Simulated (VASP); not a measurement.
# InP (zincblende type) (F-43m) in VASP: notebook, part 2 of 2

VASP 6.6.1. Earlier steps stand in the parts before.

### Step 3. Relaxation of cell and atoms, PBE

This run uses another cell than the first one, of 26.16 Å³/atom.

INCAR

```
PREC = Accurate
ENCUT = 600
EDIFF = 1E-7
ISMEAR = -1
SIGMA = 0.1
LREAL = F
LASPH = T
NELM = 80
ALGO = Normal
ISIF = 3
LWAVE = F
LCHARG = F
GGA = PE
IBRION = 2
NSW = 60
EDIFFG = -0.005
```

KPOINTS

```
Automatic mesh
0
Gamma
  11 11 11
```

POSCAR

```
InP
1.0
    0.0000000000      2.9685087443      2.9685087443
    2.9685087443      0.0000000000      2.9685087443
    2.9685087443      2.9685087443      0.0000000000
In P
1 1
Direct
    0.0000000000      0.0000000000      0.0000000000
    0.2500000000      0.2500000000      0.2500000000
```

Potentials or basis: VASP PAW PBE potentials, release 64 (In_d, P).

On the command line:

```bash
cat potpaw_PBE.64/In_d/POTCAR potpaw_PBE.64/P/POTCAR > POTCAR
mpirun -np 1 vasp_std > vasp.out
```

OUTCAR:

```text
PREC = Accurate
   ENCUT = 600
   EDIFF = 1E-7
   ISMEAR = -1
   LREAL = F
   LASPH = T
   NELM = 80
   ISIF = 3
   GGA = PE
   IBRION = 2
   NSW = 60
   EDIFFG = -0.005

 ion  position               nearest neighbor table
   1  0.000  0.000  0.000-   2 2.57   2 2.57   2 2.57   2 2.57
   2  0.250  0.250  0.250-   1 2.57   1 2.57   1 2.57   1 2.57

  LATTYP: Found a face centered cubic cell.
 ALAT       =     5.9370174886

  Lattice vectors:

 A1 = (   0.0000000000,   2.9685087443,   2.9685087443)
 A2 = (   2.9685087443,   0.0000000000,   2.9685087443)
 A3 = (   2.9685087443,   2.9685087443,   0.0000000000)

Analysis of symmetry for initial positions (statically):
=====================================================================
 Subroutine PRICEL returns:
 Original cell was already a primitive cell.

 Routine SETGRP: Setting up the symmetry group for a
 face centered cubic supercell.

 Subroutine GETGRP returns: Found 24 space group operations
 (whereof 24 operations were pure point group operations)
 out of a pool of 48 trial point group operations.

The static configuration has the point symmetry T_d .

Analysis of symmetry for dynamics (positions and initial velocities):
=====================================================================
 Subroutine PRICEL returns:
 Original cell was already a primitive cell.

 Routine SETGRP: Setting up the symmetry group for a
 face centered cubic supercell.

 Subroutine GETGRP returns: Found 24 space group operations
 (whereof 24 operations were pure point group operations)
 out of a pool of 48 trial point group operations.

The dynamic configuration has the point symmetry T_d .

 Subroutine INISYM returns: Found 24 space group operations
 (whereof 24 operations are pure point group operations),
 and found     1 'primitive' translations

----------------------------------------------------------------------------------------

                                     Primitive cell

  volume of cell :      52.3173

  direct lattice vectors                    reciprocal lattice vectors
     0.000000000  2.968508744  2.968508744    -0.168434740  0.168434740  0.168434740
     2.968508744  0.000000000  2.968508744     0.168434740 -0.168434740  0.168434740
     2.968508744  2.968508744  0.000000000     0.168434740  0.168434740 -0.168434740

  length of vectors
     4.198105326  4.198105326  4.198105326     0.291737528  0.291737528  0.291737528

  position of ions in fractional coordinates (direct lattice)
     0.000000000  0.000000000  0.000000000
     0.250000000  0.250000000  0.250000000

  ion indices of the primitive-cell ions
   primitive index   ion index
                 1           1
                 2           2

----------------------------------------------------------------------------------------

 KPOINTS: Automatic mesh

Automatic generation of k-mesh.
 Grid dimensions read from file:
 generate k-points for:   11   11   11

 Generating k-lattice:

  Cartesian coordinates                     Fractional coordinates (reciprocal lattice)
    -0.015312249  0.015312249  0.015312249     0.090909091  0.000000000  0.000000000
[... 51 lines left out ...]
   ISTART =      0    job   : 0-new  1-cont  2-samecut
   ICHARG =      2    charge: 1-file 2-atom 10-const
   ISPIN  =      1    spin polarized calculation?
   LNONCOLLINEAR =      F non collinear calculations
   LSORBIT =      F    spin-orbit coupling
   LASPH  =      T    aspherical Exc in radial PAW
   ENCUT  =  600.0 eV  44.10 Ry    6.64 a.u.   8.38  8.38  8.38*2*pi/ulx,y,z
   NELM   =     80;   NELMIN=  2; NELMDL= -5     # of ELM steps
   EDIFF  = 0.1E-06   stopping-criterion for ELM
   LREAL  =      F    real-space projection
   EDIFFG = -.5E-02   stopping-criterion for IOM
   NSW    =     60    number of steps for IOM
   IBRION =      2    ionic relax: 0-MD 1-quasi-New 2-CG
   NFREE  =      1    steps in history (QN), initial steepest desc. (CG)
   ISIF   =      3    stress and relaxation
   ISYM   =      2    0-nonsym 1-usesym 2-fastsym
   POTIM  = 0.5000    time-step for ionic-motion
   TEBEG  =    0.0;   TEEND  =   0.0 temperature during run
   PSTRESS=    0.0 pullay stress
   NELECT =      18.0000    total number of electrons
   NUPDOWN=      -1.0000    fix difference up-down
   EMIN   =  10.00;   EMAX   =-10.00  energy-range for DOS
   EFERMI =   0.00;   METHOD = LEGACY
   ISMEAR =    -1;   SIGMA  =   0.10  broadening in eV -4-tet -1-fermi 0-gaus
   EFERMI_NEDOS =   21; number of points for ismear=-14 and -15
   IALGO  =     38    algorithm
   IMIX   =      4    mixing-type and parameters
     AMIX     =   0.40;   BMIX     =  1.00
     AMIX_MAG =   1.60;   BMIX_MAG =  1.00
  volume/ion in A,a.u.               =      26.16       176.53
  Fermi-wavevector in a.u.,A,eV,Ry     =   1.147142  2.167785 17.904392  1.315936
  Thomas-Fermi vector in A             =   2.283824
   LORBIT       =      0    0 simple, 1 ext, 2 COOP (PROOUT), +10 PAW based schemes
   GGA     = PE    functional components
   LHFCALC =     F    Hartree Fock is set to
   AEXX    =    0.0000 exact exchange contribution
   IVDW    =     0    specifies the selected vdW correction
   LEPSILON=     F    determine dielectric tensor
   LRPA    =     F    only Hartree local field effects (RPA)
 conjugate gradient relaxation of ions
 non-spin polarized calculation
  energy-cutoff  :      600.00
  volume of cell :       52.32
 maximum number of plane-waves:      1807
 NGX is ok and might be reduce to    36
   NGX = 17   NGY = 17   NGZ = 17

--------------------------------------- Ionic step        1  -------------------------------------------

 number of electron      17.9999999 magnetization

 Free energy of the ion-electron system (eV)
  ---------------------------------------------------
  ext. energy  EPLUGINS =         0.00000000
  ---------------------------------------------------
  free energy    TOTEN  =        -8.40719651 eV

  energy without entropy =       -8.40683794  energy(sigma->0) =       -8.40701723

------------------------ aborting loop because EDIFF is reached ----------------------------------------

  FORCE on cell =-STRESS in cart. coord.  units (eV):
  Direction    XX          YY          ZZ          XY          YZ          ZX
  --------------------------------------------------------------------------------------
  -------------------------------------------------------------------------------------
  Total        0.2233925      0.2233925      0.2233925      0.0000000      0.0000000     -0.0000000
  in kB        6.8412295      6.8412295      6.8412295      0.0000000      0.0000000     -0.0000000
  external PRESSURE =       6.8412295 kB  Pullay stress =       0.0000000 kB
[... 59 lines left out ...]
--------------------------------------- Ionic step        3  -------------------------------------------

 number of electron      17.9999999 magnetization

 Free energy of the ion-electron system (eV)
  ---------------------------------------------------
  ext. energy  EPLUGINS =         0.00000000
  ---------------------------------------------------
  free energy    TOTEN  =        -8.40843146 eV

  energy without entropy =       -8.40799731  energy(sigma->0) =       -8.40821438

 E-fermi :   5.0394     XC(G=0):  -9.0641

 val. band max:        4.6578934201   @ k =   0.0000   0.0000   0.0000
 cond. band min:       5.0983460425   @ k =   0.0000   0.0000   0.0000
 fundamental gap:      0.4404526224
 Fermi energy:         5.0394322090

 k-point     1 :       0.0000    0.0000    0.0000
  band No.  band energies     occupation
      1      -9.4364      2.00000
      2      -9.4364      2.00000
      3      -9.4364      2.00000
      4      -9.3077      2.00000
      5      -9.3077      2.00000
      6      -6.5298      2.00000
      7       4.6579      1.95689
      8       4.6579      1.95689
      9       4.6579      1.95689
     10       5.0983      0.71367
     11       8.7479      0.00000
     12       8.7479      0.00000
     13       8.7479      0.00000
[... 354 lines left out ...]
  band No.  band energies     occupation
      1      -9.5024      2.00000
      2      -9.4098      2.00000
      3      -9.4061      2.00000
      4      -9.3117      2.00000
      5      -9.3007      2.00000
      6      -5.6703      2.00000
      7       1.0456      2.00000
      8       2.8751      2.00000
      9       4.1636      1.99969
     10       7.2697      0.00000
     11       9.2116      0.00000
     12       9.5618      0.00000
     13       9.8498      0.00000

 [... further k-points ...]

------------------------ aborting loop because EDIFF is reached ----------------------------------------

  FORCE on cell =-STRESS in cart. coord.  units (eV):
  Direction    XX          YY          ZZ          XY          YZ          ZX
  --------------------------------------------------------------------------------------
  -------------------------------------------------------------------------------------
  Total        0.0015741      0.0015741      0.0015741      0.0000000     -0.0000000     -0.0000000
  in kB        0.0476700      0.0476700      0.0476700      0.0000000     -0.0000000     -0.0000000
  external PRESSURE =       0.0476700 kB  Pullay stress =       0.0000000 kB
[... 17 lines left out ...]
  FREE ENERGIE OF THE ION-ELECTRON SYSTEM (eV)
  ---------------------------------------------------
  free  energy   TOTEN  =        -8.4084314576 eV

  energy  without entropy=       -8.4079973088  energy(sigma->0) =       -8.40821438

 reached required accuracy - stopping structural energy minimisation
```

OSZICAR:

```text
N       E                     dE             d eps       ncg     rms          rms(c)
DAV:   1     0.117526965690E+03    0.11753E+03   -0.94349E+03  1461   0.169E+03
DAV:   2     0.190694096686E+00   -0.11734E+03   -0.11378E+03  1486   0.347E+02
DAV:   3    -0.856492942291E+01   -0.87556E+01   -0.86874E+01  1926   0.957E+01
[... 30 lines left out ...]
DAV:   5    -0.840842921641E+01    0.22523E-05   -0.94891E-06  1954   0.334E-02    0.228E-02
DAV:   6    -0.840843273575E+01   -0.35193E-05   -0.36382E-06  2264   0.231E-02    0.577E-03
DAV:   7    -0.840843168999E+01    0.10458E-05   -0.40533E-07  1581   0.759E-03    0.141E-03
DAV:   8    -0.840843147712E+01    0.21287E-06   -0.23853E-08   778   0.192E-03    0.264E-04
DAV:   9    -0.840843145757E+01    0.19556E-07   -0.55824E-09   768   0.924E-04
   3 F= -.84084315E+01 E0= -.84082144E+01  d E =-.123494E-02
```

CONTCAR:

```text
InP
   1.00000000000000
     0.0000000000000000    2.9795607877560664    2.9795607877560664
     2.9795607877560664    0.0000000000000000    2.9795607877560664
     2.9795607877560664    2.9795607877560664   -0.0000000000000000
  In              P
     1     1
Direct
     0.0000000000000000    0.0000000000000000    0.0000000000000000
     0.2500000000000000    0.2500000000000000    0.2500000000000000

  0.00000000E+00  0.00000000E+00  0.00000000E+00
  0.00000000E+00  0.00000000E+00  0.00000000E+00
```

Run time: 56 s. Hardware: 1 thread of Intel Xeon 6975P-C (Granite Rapids), shared host; peak memory 0.25 GiB.

Results:

* Free energy: -8.4084 eV
* Relaxed volume: 26.45 Å³/atom
* Relaxed cell: a = 4.214 Å, b = 4.214 Å, c = 4.214 Å, α = 60.00°, β = 60.00°, γ = 60.00°
* Space group after relaxing (to 0.1 Å): F-43m (No. 216)
* Energy gained by relaxing: 0.6 meV/atom
* Ionic steps: 3
* Pressure after relaxing: 0.0 GPa
* Band gap on the k mesh: 0.44 eV

The path:
```tsv
step	energy change (eV)	largest force (eV/Å)	pressure (GPa)	volume (Å³)
1	0.0000	0.0000	0.68	52.32
2	-0.0010	0.0000	-0.29	53.17
3	-0.0012	0.0000	0.00	52.90
```

Final structure:
```cif
data_structure
_symmetry_space_group_name_H-M 'P 1'
_symmetry_Int_Tables_number 1
_cell_length_a 4.2137
_cell_length_b 4.2137
_cell_length_c 4.2137
_cell_angle_alpha 60.000
_cell_angle_beta 60.000
_cell_angle_gamma 60.000
_cell_volume 52.90
loop_
_atom_site_label
_atom_site_type_symbol
_atom_site_fract_x
_atom_site_fract_y
_atom_site_fract_z
_atom_site_occupancy
In1 In 0.00000 0.00000 0.00000 1
P1 P 0.25000 0.25000 0.25000 1
```

Caveat: spin-orbit coupling is left out, which moves the levels of the heavy elements.
